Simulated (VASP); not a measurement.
# Bi2Se3 (R-3m) in VASP: further runs, part 2 of 2

VASP 6.6.1.

## 3. Electric field gradients, LDA

The input, INCAR:

```
PREC     = Accurate       # precision mode
ENCUT    = 520            # plane-wave cutoff, eV
EDIFF    = 1E-8           # SCF threshold, eV
ISMEAR   = -1             # smearing method
SIGMA    = 0.02           # smearing width, eV
LREAL    = False          # projectors in reciprocal space
LASPH    = True           # aspherical terms in the spheres
NELM     = 100            # most SCF steps
ALGO     = Normal         # electronic algorithm
ISIF     = 2              # what is computed and relaxed
LWAVE    = False          # write WAVECAR
LCHARG   = False          # write CHGCAR
GGA      = CA             # functional
LEFG     = True         
NBANDS   = 32             # bands
```

The input, KPOINTS:

```
regular mesh
0
Gamma
  9 9 9
```

The input, POSCAR:

```
Bi2Se3
1.0
    2.0715000000      1.1959810826      9.5453333333
   -2.0715000000      1.1959810826      9.5453333333
    0.0000000000     -2.3919621653      9.5453333333
Bi Se
2 3
Direct
    0.4006089077      0.4006089077      0.4006089077
    0.5993910923      0.5993910923      0.5993910923
    0.0000000000      0.0000000000      0.0000000000
    0.2111543746      0.2111543746      0.2111543746
    0.7888456254      0.7888456254      0.7888456254
```

Potentials or basis: VASP PAW LDA potentials, release 64 (Bi_d, Se).

Launch:

```sh
> cat potpaw_LDA.64/Bi_d/POTCAR potpaw_LDA.64/Se/POTCAR > POTCAR
> mpirun -np 1 vasp_std > vasp.out
```

OUTCAR:

```text
PREC = Accurate
   ENCUT = 520
   EDIFF = 1E-8
   ISMEAR = -1
   LREAL = False
   LASPH = True
   NELM = 100
   ISIF = 2
   GGA = CA

 ion  position               nearest neighbor table
   1  0.401  0.401  0.401-   5 2.86   5 2.86   5 2.86   3 3.07   3 3.07   3 3.07
   2  0.599  0.599  0.599-   4 2.86   4 2.86   4 2.86   3 3.07   3 3.07   3 3.07
   3  0.000  0.000  0.000-   2 3.07   2 3.07   1 3.07   1 3.07   2 3.07   1 3.07
   4  0.211  0.211  0.211-   2 2.86   2 2.86   2 2.86
   5  0.789  0.789  0.789-   1 2.86   1 2.86   1 2.86

  LATTYP: Found a trigonal (rhomboedric) cell.
 ALAT       =     9.8404710987
 COS(alpha) =     0.9113725833

  Lattice vectors:

 A1 = (   2.0715000000,   1.1959810826,   9.5453333333)
 A2 = (  -2.0715000000,   1.1959810826,   9.5453333333)
 A3 = (   0.0000000000,  -2.3919621653,   9.5453333333)

Analysis of symmetry for initial positions (statically):
=====================================================================
 Subroutine PRICEL returns:
 Original cell was already a primitive cell.

 Routine SETGRP: Setting up the symmetry group for a
[... 1048 lines left out ...]
      0.00000     -0.00000     22.58938         0.000000      0.000000     -0.113737
 -----------------------------------------------------------------------------------
    total drift:                               -0.000000      0.000000      0.000000

  FREE ENERGIE OF THE ION-ELECTRON SYSTEM (eV)
  ---------------------------------------------------
  free  energy   TOTEN  =       -23.3964709503 eV

  energy  without entropy=      -23.3964247701  energy(sigma->0) =      -23.39644786

 Electric field gradients (V/A^2)
---------------------------------------------------------------------
 ion       V_xx      V_yy      V_zz      V_xy      V_xz      V_yz
---------------------------------------------------------------------
   1      -4.661    -4.661     9.322    -0.000    -0.000     0.000
   2      -4.661    -4.661     9.322    -0.000    -0.000     0.000
   3     -35.266   -35.266    70.533    -0.000    -0.000     0.000
   4       5.782     5.782   -11.564     0.000     0.000     0.000
   5       5.782     5.782   -11.564     0.000     0.000     0.000
---------------------------------------------------------------------

 Electric field gradients after diagonalization (V/A^2)
 (convention: |V_zz| > |V_xx| > |V_yy|)
----------------------------------------------------------------------
 ion       V_xx      V_yy      V_zz     asymmetry (V_yy - V_xx)/ V_zz
----------------------------------------------------------------------
   1      -4.661    -4.661     9.322       0.000
   2      -4.661    -4.661     9.322       0.000
   3     -35.266   -35.266    70.533       0.000
   4       5.782     5.782   -11.564       0.000
   5       5.782     5.782   -11.564       0.000
----------------------------------------------------------------------

           NMR quadrupolar parameters

 Cq : quadrupolar parameter    Cq=e*Q*V_zz/h
 eta: asymmetry parameters     (V_yy - V_xx)/ V_zz
 Q  : nuclear electric quadrupole moment in mb (millibarn)
----------------------------------------------------------------------
 ion       Cq(MHz)       eta       Q (mb)
----------------------------------------------------------------------
   1       0.023       0.000       1.000
   2       0.023       0.000       1.000
   3       0.171       0.000       1.000
   4      -0.028       0.000       1.000
   5      -0.028       0.000       1.000
----------------------------------------------------------------------
```

OSZICAR:

```text
N       E                     dE             d eps       ncg     rms          rms(c)
DAV:   1     0.467866060733E+03    0.46787E+03   -0.22823E+04  5440   0.155E+03
DAV:   2     0.318596813041E+02   -0.43601E+03   -0.41803E+03  5560   0.412E+02
DAV:   3    -0.218027537873E+02   -0.53662E+02   -0.50910E+02  7200   0.150E+02
DAV:   4    -0.241138537908E+02   -0.23111E+01   -0.22994E+01  5952   0.327E+01
DAV:   5    -0.241988988843E+02   -0.85045E-01   -0.85033E-01  7904   0.656E+00    0.524E+00
DAV:   6    -0.234105743764E+02    0.78832E+00   -0.10080E+00  7648   0.730E+00    0.327E+00
DAV:   7    -0.234017018700E+02    0.88725E-02   -0.31060E-01  6016   0.240E+00    0.172E+00
DAV:   8    -0.233974400930E+02    0.42618E-02   -0.40319E-02  6432   0.103E+00    0.504E-01
DAV:   9    -0.233964546829E+02    0.98541E-03   -0.23590E-03  7128   0.376E-01    0.118E-01
DAV:  10    -0.233964629717E+02   -0.82888E-05   -0.73691E-04  6248   0.145E-01    0.525E-02
DAV:  11    -0.233964659554E+02   -0.29837E-05   -0.73764E-05  6336   0.538E-02    0.313E-02
DAV:  12    -0.233964715314E+02   -0.55761E-05   -0.27494E-05  6872   0.240E-02    0.895E-03
DAV:  13    -0.233964710682E+02    0.46318E-06   -0.21689E-06  6456   0.112E-02    0.436E-03
DAV:  14    -0.233964709534E+02    0.11486E-06   -0.61264E-07  6360   0.356E-03    0.132E-03
DAV:  15    -0.233964709503E+02    0.30723E-08   -0.61002E-08  5568   0.172E-03
   1 F= -.23396471E+02 E0= -.23396448E+02  d E =-.461802E-04
```

stdout:

```text
POSCAR found type information on POSCAR BiSe
 POSCAR found :  2 types and       5 ions
 scaLAPACK will be used
 LDA part: xc-table for (Slater(with rela. corr.)+CA(PZ))
 , standard interpolation
 POSCAR, INCAR and KPOINTS ok, starting setup
 FFT: planning ... GRIDC
 FFT: planning ... GRID_SOFT
 FFT: planning ... GRID
 WAVECAR not read
 entering main loop
ion   1

ion   2

ion   3

ion   4

ion   5
```

Wall time 31 min (1 thread of Intel Xeon Platinum 8375C at 2.90GHz (Ice Lake), shared host); peak memory 0.89 GiB.

Results:

| Quantity | Value |
| --- | --- |
| Free energy | -23.3965 eV |
| Pressure | -2.0 GPa |
| Largest force | 0.114 eV/Å |
| Band gap on the k mesh | 0.07 eV |
| Largest electric field gradient by atom | Bi +9.3; Se +70.5, -11.6 (each value once) V/Å² |

Forces on the atoms (eV/Å):
```
Bi   0.000  0.000  0.009
Bi   0.000  0.000 -0.009
Se   0.000  0.000  0.000
Se   0.000  0.000  0.114
Se   0.000  0.000 -0.114
```

Electric field gradients, principal values (V/Å²):
| atom | least | middle | greatest (by size) |
| --- | --- | --- | --- |
| 1 Bi | -4.661 | -4.661 | 9.322 |
| 2 Bi | -4.661 | -4.661 | 9.322 |
| 3 Se | -35.266 | -35.266 | 70.533 |
| 4 Se | 5.782 | 5.782 | -11.564 |
| 5 Se | 5.782 | 5.782 | -11.564 |

Caveat: without QUAD_EFG the Cq values of the log hold for a quadrupole moment of 1 mb, not for the nuclei; spin-orbit coupling is left out, which moves the levels of the heavy elements; an odd mesh through Γ misses points on the zone boundary, where band edges can lie.
